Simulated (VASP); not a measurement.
A run of VASP 6.6.1 is set up as follows.

File INCAR:

```
SYSTEM = Hf32HO64
PREC = Accurate
ENCUT = 520
EDIFF = 1E-6
ISMEAR = -1
SIGMA = 0.01
LREAL = Auto
LASPH = .TRUE.
NELM = 120
ALGO = Normal
ISIF = 2
LWAVE = .FALSE.
LCHARG = .FALSE.
GGA = PE
NELECT = 704.0
NBANDS = 406
GGA_COMPAT = .FALSE.
```

File KPOINTS:

```
Automatic mesh
0
G
  1 1 1
  0 0 0
```

POSCAR

```
Hf32HO64
1.0
    7.2095496100      7.2095496100      0.0000000000
   -7.2095496100      7.2095496100      0.0000000000
    0.0000000000      0.0000000000     10.5294135800
Hf O H
32 64 1
Direct
    0.0080529302      0.2674147630      0.2336495742
    0.2426082203      0.0168833015      0.2659068313
    0.0088169169      0.0180223463      0.0155807347
    0.2431656060      0.2669396293     -0.0165231424
    0.0066239228      0.2663802323      0.7354439961
    0.2420371721      0.0161370691      0.7663212143
    0.0065006835      0.0150616898      0.5155958552
    0.2349395720      0.2626350608      0.4914324963
    0.0069333735      0.7696249836      0.2328336694
    0.2343848911      0.5265629208      0.2604505920
    0.0071356746      0.5165862226      0.0144013718
    0.2425831147      0.7678014993     -0.0172058965
    0.0082112619      0.7662858013      0.7341671919
    0.2426492769      0.5168374173      0.7656430188
    0.0075404849      0.5161074826      0.5161481177
    0.2427844449      0.7662400287      0.4844780729
    0.5197911385      0.2631534704      0.2261124973
    0.7436480488      0.0157823312      0.2655527754
    0.5071607379      0.0162815302      0.0148445114
    0.7436782171      0.2679091073     -0.0189343878
    0.5081709952      0.2672225179      0.7322380246
    0.7423420032      0.0171955957      0.7655266781
    0.5076971098      0.0174478999      0.5148789112
    0.7418548716      0.2674758625      0.4830102799
    0.5079950480      0.7669882030      0.2340521608
    0.7428304526      0.5187135400      0.2664607083
    0.5078918515      0.5176115988      0.0154834834
    0.7415772537      0.7678374239     -0.0155489191
    0.5092389537      0.7693052687      0.7352057112
    0.7423433209      0.5188399002      0.7670713035
    0.5136678711      0.5232946861      0.5211374744
    0.7422488629      0.7689392958      0.4841544082
    0.1074961741      0.1430935434      0.3652229035
    0.3452120638      0.3439031055      0.3153137613
    0.1101668680      0.3926660684      0.3850411962
    0.3409892619      0.0906009439      0.4321846573
    0.1452089321      0.3925001079      0.1360916246
    0.4094336206      0.0907784862      0.1822596278
    0.1443033277      0.1426372042      0.1150794383
    0.4106159414      0.3380689685      0.0678405302
    0.1070455218      0.1416218842      0.8649280352
    0.3417252302      0.3385322429      0.8159556023
    0.1075004739      0.3915825749      0.8854779926
    0.3410959953      0.0885981142      0.9323020627
    0.1426101568      0.3892985210      0.6366315606
    0.4077333064      0.0897454813      0.6814421283
    0.1418130196      0.1392849837      0.6161573910
    0.4070926284      0.3410149916      0.5619582662
    0.1054525652      0.6445149491      0.3643369093
    0.3407963927      0.8379296665      0.3171933531
    0.1074111480      0.8925407755      0.3850564867
    0.3427314650      0.5830370449      0.4301973672
    0.1437422663      0.8922944356      0.1345526975
    0.4069994880      0.5902218904      0.1814293821
    0.1420116450      0.6432723611      0.1135139190
    0.4088695077      0.8398152905      0.0672006085
    0.1072165450      0.6414094153      0.8641167840
    0.3417485326      0.8395199877      0.8173912948
    0.1065351571      0.8915083254      0.8848439592
    0.3409074260      0.5886496702      0.9322388113
    0.1446820615      0.8899552465      0.6348104716
    0.4107127574      0.5902485218      0.6831052789
    0.1448816579      0.6394683093      0.6137232573
    0.4103536504      0.8375606420      0.5665157850
    0.6086139547      0.1414832486      0.3629430994
    0.8405518136      0.3394501921      0.3166035767
    0.6026445805      0.3923910859      0.3824179732
    0.8412388191      0.0887275953      0.4326911433
    0.6481082388      0.3917655960      0.1319525527
    0.9100420075      0.0890056987      0.1830006947
    0.6449430618      0.1414738861      0.1129561481
    0.9109944941      0.3380412275      0.0659633127
    0.6066625846      0.1424790806      0.8632204378
    0.8411895788      0.3402434455      0.8166056860
    0.6064732524      0.3923551613      0.8835843449
    0.8416600659      0.0894939400      0.9321093644
    0.6434982420      0.3937288255      0.6335241701
    0.9087332572      0.0885184976      0.6827637594
    0.6426320992      0.1430050497      0.6131183803
    0.9096467678      0.3374114378      0.5661824331
    0.6070702383      0.6430258824      0.3675248361
    0.8412035187      0.8392903617      0.3176456100
    0.6066858176      0.8923782827      0.3846355706
    0.8410101640      0.5889415747      0.4332668639
    0.6433005875      0.8918842158      0.1348117812
    0.9098499705      0.5889508679      0.1829114210
    0.6431679856      0.6416125487      0.1164001196
    0.9083997412      0.8401215509      0.0671592007
    0.6060201727      0.6426352200      0.8664250797
    0.8407631306      0.8380876514      0.8168709430
    0.6067056524      0.8923523449      0.8848061603
    0.8407709674      0.5892051834      0.9332842637
    0.6434823603      0.8934344513      0.6345347677
    0.9107432302      0.5872674063      0.6834229604
    0.6477848482      0.6448222499      0.6187369268
    0.9096596674      0.8384148563      0.5671010978
    0.3909400937      0.3965509851      0.3795951189
```

Potentials or basis: VASP PAW PBE potentials, release 64 (Hf_pv, O, H).

The run is started by

```bash
$ cat potpaw_PBE.64/Hf_pv/POTCAR potpaw_PBE.64/O/POTCAR potpaw_PBE.64/H/POTCAR > POTCAR
$ mpirun -np 1 vasp_gam > vasp.out
```

(1) What does it give for the largest force?

## Answers

(1) 0.298 eV/Å.

Caveat: the k points lie up to 0.62 Å⁻¹ apart; the cell carries a net charge on a neutralising background, which shifts energy and pressure.
